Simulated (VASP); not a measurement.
Write the native input for VASP 6.6.1 that does the following.

| Quantity | Value |
| --- | --- |
| Task | single point |
| Functional | r2SCAN |
| Potentials or basis | VASP PAW PBE potentials, release 64 (B, N) |
| Cutoff | 520 eV |
| k mesh | 12 × 12 × 12 |
| Occupations | gaussian, width 0.05 eV |
| Spin | no spin polarisation |
| Dipole correction | no |
| Further INCAR settings | ALGO = Normal; EDIFF = 1e-06; NBANDS = 11 |

The system is BN.

```
CELL_PARAMETERS angstrom
0.00000 1.85568 1.70723
1.85568 0.00000 1.70723
1.85568 1.85568 0.00000
ATOMIC_POSITIONS crystal
B 0.00000 0.00000 0.00000
N 0.75000 0.75000 0.75000
```

This cell differs from its parent crystal: ratio of the length along z to the lengths across it x 0.92, volume and fractional coordinates fixed.

The input as run:

POSCAR

```
BN
1.0
    0.0000000000      1.8556801262      1.7072257161
    1.8556801262      0.0000000000      1.7072257161
    1.8556801262      1.8556801262      0.0000000000
B N
1 1
Direct
    0.0000000000      0.0000000000      0.0000000000
    0.7500000000      0.7500000000      0.7500000000
```

INCAR.step1

```
SYSTEM = BN
PREC     = Accurate       ! precision mode
ENCUT    = 520            ! plane-wave cutoff, eV
ISMEAR   = 0              ! smearing method
SIGMA    = 0.05           ! smearing width, eV
LREAL    = .False.        ! projectors in reciprocal space
LASPH    = .True.         ! aspherical terms in the spheres
NELM     = 100            ! most SCF steps
NBANDS   = 11             ! bands
GGA      = PE             ! functional
ALGO     = Normal         ! electronic algorithm
EDIFF    = 1E-4           ! SCF threshold, eV
LWAVE    = .True.         ! write WAVECAR
LCHARG   = .False.        ! write CHGCAR
```

INCAR.step2

```
SYSTEM = BN
PREC     = Accurate       ! precision mode
ENCUT    = 520            ! plane-wave cutoff, eV
EDIFF    = 1E-6           ! SCF threshold, eV
ISMEAR   = 0              ! smearing method
SIGMA    = 0.05           ! smearing width, eV
LREAL    = .False.        ! projectors in reciprocal space
LASPH    = .True.         ! aspherical terms in the spheres
NELM     = 100            ! most SCF steps
ALGO     = Normal         ! electronic algorithm
ISIF     = 2              ! what is computed and relaxed
LWAVE    = .False.        ! write WAVECAR
LCHARG   = .False.        ! write CHGCAR
METAGGA  = R2SCAN         ! meta-GGA
LMIXTAU  = .True.       
NBANDS   = 11             ! bands
ISTART   = 1
```

KPOINTS

```
Automatic mesh
0
Gamma
  12 12 12
  0 0 0
```

Potentials or basis: VASP PAW PBE potentials, release 64 (B, N).

The run is started by

```sh
$ cat potpaw_PBE.64/B/POTCAR potpaw_PBE.64/N/POTCAR > POTCAR
$ cp INCAR.step1 INCAR
$ mpirun -np 1 vasp_std > vasp.out
$ cp INCAR.step2 INCAR
$ mpirun -np 1 vasp_std > vasp.out
```

Results of the run:

The pressure is 1.0 GPa and the band gap on the k mesh is 3.59 eV, indirect (least direct gap 8.74 eV).

Caveat: the PAW data sets were made with another functional, which shifts forces and pressure a little.

It took 46 s on 1 thread of AMD EPYC 9R45 96-Core Processor (Zen 5), with other jobs on the host, peak memory 0.1 GiB.
